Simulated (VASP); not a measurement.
Write the native input for VASP 6.6.1 that does the following.

```yaml
Task: single point
Functional: r2SCAN
Dispersion: D3(BJ)
Potentials_or_basis: VASP PAW PBE potentials, release 64 (K_sv, Mg, F)
Cutoff: 520 eV
k_mesh: 7 × 7 × 7
Occupations: fermi-dirac, width 0.05 eV
Spin: no spin polarisation
Dipole_correction: no
Further_INCAR_settings: ALGO = Normal; EDIFF = 1e-06; NBANDS = 24
```

The system is KMgF3.

```
CELL_PARAMETERS angstrom
3.96766 0.00000 0.00000
0.00000 3.96766 0.00000
0.00000 0.00000 3.96766
ATOMIC_POSITIONS crystal
K 0.50000 0.50000 0.50000
Mg 0.00000 0.00000 0.00000
F 0.00000 0.00000 0.50000
F 0.00000 0.50000 0.00000
F 0.50000 0.00000 0.00000
```

The input as run:

POSCAR

```
KMgF3
1.0
    3.9676571576      0.0000000000      0.0000000000
    0.0000000000      3.9676571576      0.0000000000
    0.0000000000      0.0000000000      3.9676571576
K Mg F
1 1 3
Direct
    0.5000000000      0.5000000000      0.5000000000
    0.0000000000      0.0000000000      0.0000000000
    0.0000000000      0.0000000000      0.5000000000
    0.0000000000      0.5000000000      0.0000000000
    0.5000000000      0.0000000000      0.0000000000
```

INCAR.step1

```
ALGO = Normal
EDIFF = 1E-4
ENCUT = 520
GGA = PE
ISMEAR = -1
LASPH = True
LCHARG = False
LREAL = False
LWAVE = True
NBANDS = 24
NELM = 100
PREC = Accurate
SIGMA = 0.05
```

INCAR.step2

```
ALGO = Normal
EDIFF = 1E-6
ENCUT = 520
ISIF = 2
ISMEAR = -1
ISTART = 1
IVDW = 12
LASPH = True
LCHARG = False
LMIXTAU = True
LREAL = False
LWAVE = False
METAGGA = R2SCAN
NBANDS = 24
NELM = 100
PREC = Accurate
SIGMA = 0.05
VDW_A1 = 0.49484001
VDW_A2 = 5.73083694
VDW_S6 = 1.0
VDW_S8 = 0.78981345
```

KPOINTS

```
k-points
0
Gamma
  7 7 7
```

Potentials or basis: VASP PAW PBE potentials, release 64 (K_sv, Mg, F).

The run is started by

```console
$ cat potpaw_PBE.64/K_sv/POTCAR potpaw_PBE.64/Mg/POTCAR potpaw_PBE.64/F/POTCAR > POTCAR
$ cp INCAR.step1 INCAR
$ mpirun -np 1 vasp_std > vasp.out
$ cp INCAR.step2 INCAR
$ mpirun -np 1 vasp_std > vasp.out
```

Results of the run:

The pressure is -0.9 GPa, the band gap on the k mesh is 8.39 eV (least direct gap 8.68 eV) and the dispersion energy per atom is -0.080 eV.

Caveat: three body term missing; the PAW data sets were made with another functional, which shifts forces and pressure a little; an odd mesh through Γ misses points on the zone boundary, where band edges can lie.

It took 3.1 min on 1 thread of Intel Xeon 8259CL, on a shared host, peak memory 0.2 GiB.
